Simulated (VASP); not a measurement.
# Al (I4/mmm) in VASP: a series of runs

The runs below take Al through single point, with PBE+D3(BJ).

Everything below comes from runs of VASP 6.6.1. Logs are shortened: lines on timing, memory, paths and dates and some standing lists are left out, and cuts for length are marked.

## 1. The cell of the first run

It takes space group I4/mmm (No. 139, tetragonal). The conventional cell has a = 2.589 Å, b = 2.589 Å, c = 3.956 Å, α = 90.00°, β = 90.00°, γ = 90.00°. Within 3.4 Å of Al (site symmetry 4/mmm) lie 12 Al at 2.59 to 2.70 Å.

## 2. Single point, PBE+D3(BJ) (13.26 Å³/atom)

File INCAR:

```
PREC = Accurate
ENCUT = 520
EDIFF = 1E-6
ISMEAR = 0
SIGMA = 0.15
LREAL = F
LASPH = T
NELM = 100
ALGO = Normal
ISIF = 2
LWAVE = F
LCHARG = F
GGA = PE
IVDW = 12
NBANDS = 8
```

File KPOINTS:

```
regular mesh
0
Gamma
  22 22 22
```

File POSCAR:

```
Al
1.0
    0.0000000000      1.8308652597      1.9778837401
    1.8308652597      0.0000000000      1.9778837401
    1.8308652597      1.8308652597      0.0000000000
Al
1
Direct
    0.0000000000      0.0000000000      0.0000000000
```

Potentials or basis: VASP PAW PBE potentials, release 64 (Al).

The run is started by

```bash
$ cat potpaw_PBE.64/Al/POTCAR > POTCAR
$ mpirun -np 1 vasp_std > vasp.out
```

OUTCAR:

```text
PREC = Accurate
   ENCUT = 520
   EDIFF = 1E-6
   ISMEAR = 0
   LREAL = F
   LASPH = T
   NELM = 100
   ISIF = 2
   GGA = PE
   IVDW = 12
 IVDW          = 12

 ion  position               nearest neighbor table
   1  0.000  0.000  0.000-

  LATTYP: Found a body centered tetragonal cell.
 ALAT       =     2.5892344811
 C/A-ratio  =     1.5277749115

  Lattice vectors:

 A1 = (  -1.8308652597,   0.0000000000,   1.9778837401)
 A2 = (   1.8308652597,   0.0000000000,   1.9778837401)
 A3 = (   0.0000000000,   1.8308652597,  -1.9778837401)

Analysis of symmetry for initial positions (statically):
=====================================================================
 Subroutine PRICEL returns:
 Original cell was already a primitive cell.

 Routine SETGRP: Setting up the symmetry group for a
 body centered tetragonal supercell.

 Subroutine GETGRP returns: Found 16 space group operations
 (whereof 16 operations were pure point group operations)
 out of a pool of 16 trial point group operations.

The static configuration has the point symmetry D_4h.

Analysis of symmetry for dynamics (positions and initial velocities):
=====================================================================
 Subroutine PRICEL returns:
 Original cell was already a primitive cell.

 Routine SETGRP: Setting up the symmetry group for a
 body centered tetragonal supercell.

 Subroutine GETGRP returns: Found 16 space group operations
 (whereof 16 operations were pure point group operations)
 out of a pool of 16 trial point group operations.

The dynamic configuration has the point symmetry D_4h.

 Subroutine INISYM returns: Found 16 space group operations
 (whereof 16 operations are pure point group operations),
 and found     1 'primitive' translations

----------------------------------------------------------------------------------------

                                     Primitive cell

  volume of cell :      13.2600

  direct lattice vectors                    reciprocal lattice vectors
     0.000000000  1.830865260  1.977883740    -0.273094919  0.273094919  0.252795445
     1.830865260  0.000000000  1.977883740     0.273094919 -0.273094919  0.252795445
     1.830865260  1.830865260  0.000000000     0.273094919  0.273094919 -0.252795445

  length of vectors
     2.695197894  2.695197894  2.589234481     0.461592035  0.461592035  0.461592035

  position of ions in fractional coordinates (direct lattice)
     0.000000000  0.000000000  0.000000000

  ion indices of the primitive-cell ions
   primitive index   ion index
                 1           1

----------------------------------------------------------------------------------------

 KPOINTS: regular mesh

Automatic generation of k-mesh.
 Grid dimensions read from file:
 generate k-points for:   22   22   22

 Generating k-lattice:

  Cartesian coordinates                     Fractional coordinates (reciprocal lattice)
    -0.012413405  0.012413405  0.011490702     0.045454545  0.000000000  0.000000000
     0.012413405 -0.012413405  0.011490702     0.000000000  0.045454545  0.000000000
     0.012413405  0.012413405 -0.011490702     0.000000000  0.000000000  0.045454545

  Length of vectors
     0.020981456  0.020981456  0.020981456

  Shift w.r.t. Gamma in fractional coordinates (k-lattice)
     0.000000000  0.000000000  0.000000000

 Subroutine IBZKPT returns following result:
 ===========================================

 Found    834 irreducible k-points:

 Following reciprocal coordinates:
            Coordinates               Weight
  0.000000  0.000000  0.000000      1.000000
  0.045455  0.000000  0.000000      8.000000
  0.090909  0.000000  0.000000      8.000000
  0.136364  0.000000  0.000000      8.000000
  0.181818  0.000000  0.000000      8.000000
  0.227273 -0.000000  0.000000      8.000000
[... 16 lines left out ...]
  0.500000  0.045455  0.000000      8.000000
 -0.454545  0.045455  0.000000      8.000000
 [... further k-points ...]
   k-points           NKPTS =    834   k-points in BZ     NKDIM =    834   number of bands    NBANDS=      8
   number of dos      NEDOS =    301   number of ions     NIONS =      1
   total plane-waves  NPLWV =   8000
   dimension x,y,z NGX =    20 NGY =   20 NGZ =   20
   dimension x,y,z NGXF=    40 NGYF=   40 NGZF=   40
   ions per type =               1
   NGX,Y,Z   is equivalent  to a cutoff of  12.34, 12.34, 12.84 a.u.
   NGXF,Y,Z  is equivalent  to a cutoff of  24.67, 24.67, 25.68 a.u.
 SYSTEM =  unknown system
   PREC   = accura    normal or accurate (medium, high low for compatibility)
   ISTART =      0    job   : 0-new  1-cont  2-samecut
   ICHARG =      2    charge: 1-file 2-atom 10-const
   ISPIN  =      1    spin polarized calculation?
   LNONCOLLINEAR =      F non collinear calculations
   LSORBIT =      F    spin-orbit coupling
   LASPH  =      T    aspherical Exc in radial PAW
   ENCUT  =  520.0 eV  38.22 Ry    6.18 a.u.   5.01  5.01  4.81*2*pi/ulx,y,z
   NELM   =    100;   NELMIN=  2; NELMDL= -5     # of ELM steps
   EDIFF  = 0.1E-05   stopping-criterion for ELM
   LREAL  =      F    real-space projection
   EDIFFG = 0.1E-04   stopping-criterion for IOM
   NSW    =      0    number of steps for IOM
   IBRION =     -1    ionic relax: 0-MD 1-quasi-New 2-CG
   NFREE  =      0    steps in history (QN), initial steepest desc. (CG)
   ISIF   =      2    stress and relaxation
   ISYM   =      2    0-nonsym 1-usesym 2-fastsym
   POTIM  = 0.5000    time-step for ionic-motion
   TEBEG  =    0.0;   TEEND  =   0.0 temperature during run
   PSTRESS=    0.0 pullay stress
   NELECT =       3.0000    total number of electrons
   NUPDOWN=      -1.0000    fix difference up-down
   EMIN   =  10.00;   EMAX   =-10.00  energy-range for DOS
   EFERMI =   0.00;   METHOD = LEGACY
   ISMEAR =     0;   SIGMA  =   0.15  broadening in eV -4-tet -1-fermi 0-gaus
   EFERMI_NEDOS =   21; number of points for ismear=-14 and -15
   IALGO  =     38    algorithm
   IMIX   =      4    mixing-type and parameters
     AMIX     =   0.40;   BMIX     =  1.00
     AMIX_MAG =   1.60;   BMIX_MAG =  1.00
  volume/ion in A,a.u.               =      13.26        89.48
  Fermi-wavevector in a.u.,A,eV,Ry     =   0.997549  1.885094 13.539202  0.995103
  Thomas-Fermi vector in A             =   2.129712
   LORBIT       =      0    0 simple, 1 ext, 2 COOP (PROOUT), +10 PAW based schemes
   GGA     = PE    functional components
   LHFCALC =     F    Hartree Fock is set to
   AEXX    =    0.0000 exact exchange contribution
   IVDW    =    12    specifies the selected vdW correction
   LEPSILON=     F    determine dielectric tensor
   LRPA    =     F    only Hartree local field effects (RPA)
 non-spin polarized calculation
 Gauss-broadening in eV      SIGMA  =   0.15
  energy-cutoff  :      520.00
  volume of cell :       13.26
 maximum number of plane-waves:       372
   NGX =  9   NGY =  9   NGZ =  9

 number of electron       3.0000000 magnetization

 Free energy of the ion-electron system (eV)
  ---------------------------------------------------
  ext. energy  EPLUGINS =         0.00000000
  ---------------------------------------------------
  free energy    TOTEN  =        -3.49715278 eV

  energy without entropy =       -3.49361904  energy(sigma->0) =       -3.49538591

 E-fermi :  10.4650     XC(G=0): -11.0152

 val. band max:       10.4554112923   @ k =  -0.2727   0.4545   0.2273
 cond. band min:      10.4657716979   @ k =  -0.3182   0.4545   0.2273
 fundamental gap:      0.0103604056
 Fermi energy:        10.4650266117

 k-point     1 :       0.0000    0.0000    0.0000
  band No.  band energies     occupation
      1      -2.2507      2.00000
      2      23.8082      0.00000
      3      24.8008      0.00000
      4      24.8008      0.00000
      5      27.6563      0.00000
      6      27.6563      0.00000
      7      27.9448      0.00000
      8      28.7332      0.00000

 k-point     2 :       0.0455    0.0000    0.0000
  band No.  band energies     occupation
      1      -2.1856      2.00000
      2      23.2014      0.00000
      3      24.1875      0.00000
      4      24.6922      0.00000
      5      27.8515      0.00000
      6      27.8695      0.00000
      7      28.1710      0.00000
      8      29.5521      0.00000

 k-point     3 :       0.0909    0.0000    0.0000
  band No.  band energies     occupation
      1      -1.9907      2.00000
      2      21.4218      0.00000
      3      23.6869      0.00000
      4      24.4422      0.00000
      5      27.7863      0.00000
      6      28.4329      0.00000
      7      28.6121      0.00000
      8      28.9937      0.00000

 k-point     4 :       0.1364    0.0000    0.0000
  band No.  band energies     occupation
      1      -1.6665      2.00000
      2      19.3895      0.00000
      3      23.2506      0.00000
      4      24.1650      0.00000
      5      27.4045      0.00000
      6      28.0356      0.00000
      7      29.2306      0.00000
      8      29.6847      0.00000

 k-point     5 :       0.1818    0.0000    0.0000
  band No.  band energies     occupation
      1      -1.2143      2.00000
      2      17.3562      0.00000
      3      22.8482      0.00000
      4      23.9251      0.00000
      5      26.6777      0.00000
      6      27.5887      0.00000
      7      30.1947      0.00000
      8      30.6690      0.00000
[... 177 lines left out ...]
 k-point    22 :       0.4545    0.0455    0.0000
  band No.  band energies     occupation
      1       3.6292      2.00000
      2       7.4917      2.00000
      3      20.9250      0.00000
      4      23.1559      0.00000
      5      23.5559      0.00000
      6      26.8466      0.00000
      7      27.4316      0.00000
      8      30.2356      0.00000

 k-point    23 :       0.5000    0.0455    0.0000
  band No.  band energies     occupation
      1       4.7869      2.00000
      2       6.1369      2.00000
      3      20.5986      0.00000
      4      23.4736      0.00000
      5      23.7777      0.00000
      6      26.3405      0.00000
      7      27.6893      0.00000
      8      29.6963      0.00000

 k-point    24 :      -0.4545    0.0455    0.0000
  band No.  band energies     occupation
      1       4.5665      2.00000
      2       6.3799      2.00000
      3      20.3741      0.00000
      4      23.8519      0.00000
      5      24.0985      0.00000
      6      25.9791      0.00000
      7      27.9470      0.00000
      8      29.3834      0.00000

 [... further k-points ...]

------------------------ aborting loop because EDIFF is reached ----------------------------------------

 Edisp (eV)   -0.42228

 E8    (eV) :    -0.1895

  FORCE on cell =-STRESS in cart. coord.  units (eV):
  Direction    XX          YY          ZZ          XY          YZ          ZX
  --------------------------------------------------------------------------------------
  -------------------------------------------------------------------------------------
  Total       2.20042     2.20042     1.31073     0.00000     0.00000     0.00000
  in kB     265.87238   265.87238   158.37265     0.00000     0.00000     0.00000
  external pressure =      230.04 kB  Pullay stress =        0.00 kB

 VOLUME and BASIS-vectors are now :
 -----------------------------------------------------------------------------
  energy-cutoff  :      520.00
  volume of cell :       13.26
      direct lattice vectors                 reciprocal lattice vectors
     0.000000000  1.830865260  1.977883740    -0.273094919  0.273094919  0.252795445
     1.830865260  0.000000000  1.977883740     0.273094919 -0.273094919  0.252795445
     1.830865260  1.830865260  0.000000000     0.273094919  0.273094919 -0.252795445

 POSITION                                       TOTAL-FORCE (eV/Angst)
 -----------------------------------------------------------------------------------
      0.00000      0.00000      0.00000         0.000000     -0.000000      0.000000
 -----------------------------------------------------------------------------------
    total drift:                                0.000000     -0.000000     -0.000000

  FREE ENERGIE OF THE ION-ELECTRON SYSTEM (eV)
  ---------------------------------------------------
  free  energy   TOTEN  =        -3.9194324884 eV

  energy  without entropy=       -3.9158987497  energy(sigma->0) =       -3.91766562
```

It took 30 s on 1 thread of Intel Xeon Platinum 8559C (Emerald Rapids), shared host; peak memory 0.19 GiB.

What came out:

| Item | Value |
| --- | --- |
| Free energy | -3.9194 eV |
| Pressure | 23.0 GPa |
| Band gap on the k mesh | zero (an odd number of electrons rules out a gap without spin polarisation) |
| Dispersion energy per atom | -0.422 eV |

Stress tensor (GPa, compression positive):
```
26.59  0.00  0.00
 0.00 26.59  0.00
 0.00  0.00 15.84
```

Caveat: the cell stands under pressure.

## 3. Single point, PBE+D3(BJ) (14.10 Å³/atom)

This run uses another cell than the first one, of 14.10 Å³/atom.

File INCAR:

```
SYSTEM = Al
PREC = Accurate
ENCUT = 520
EDIFF = 1E-6
ISMEAR = 0
SIGMA = 0.15
LREAL = .False.
LASPH = .True.
NELM = 100
ALGO = Fast
ISIF = 2
LWAVE = .False.
LCHARG = .True.
GGA = PE
IVDW = 12
LELF = .True.
LVHAR = .True.
NBANDS = 8
```

File KPOINTS:

```
Automatic mesh
0
Gamma
  22 22 22
  0 0 0
```

File POSCAR:

```
Al
1.0
    0.0000000000      1.8688256211      2.0188923184
    1.8688256211      0.0000000000      2.0188923184
    1.8688256211      1.8688256211      0.0000000000
Al
1
Direct
    0.0000000000      0.0000000000      0.0000000000
```

Potentials or basis: VASP PAW PBE potentials, release 64 (Al).

The run is started by

```bash
$ cat potpaw_PBE.64/Al/POTCAR > POTCAR
$ mpirun -np 1 vasp_std > vasp.out
```

It took 32 s on 1 thread of Intel Xeon Platinum 8559C (Emerald Rapids), shared host; peak memory 0.19 GiB.

It converged, with:

| Quantity | Value |
| --- | --- |
| Free energy | -4.0135 eV |
| Pressure | 13.3 GPa |
| Band gap on the k mesh | zero (an odd number of electrons rules out a gap without spin polarisation) |
| Dispersion energy per atom | -0.396 eV |

Stress tensor (GPa, compression positive):
```
16.12  0.00  0.00
 0.00 16.12  0.00
 0.00  0.00  7.54
```

Levels at points of the mesh, in eV from the Fermi level:
| k point | band 1 | band 2 | band 3 | band 4 |
| --- | --- | --- | --- | --- |
| (0.00, 0.00, 0.00) | -12.26 | 12.97 | 13.93 | 13.93 |
| (0.50, 0.00, 0.00) | -5.22 | -4.58 | 11.13 | 11.75 |
| (0.50, 0.50, 0.00) | -4.09 | -2.75 | 5.97 | 7.48 |
| (0.50, 0.00, 0.50) | -2.86 | -1.13 | 5.04 | 5.65 |

Caveat: the cell stands under pressure.
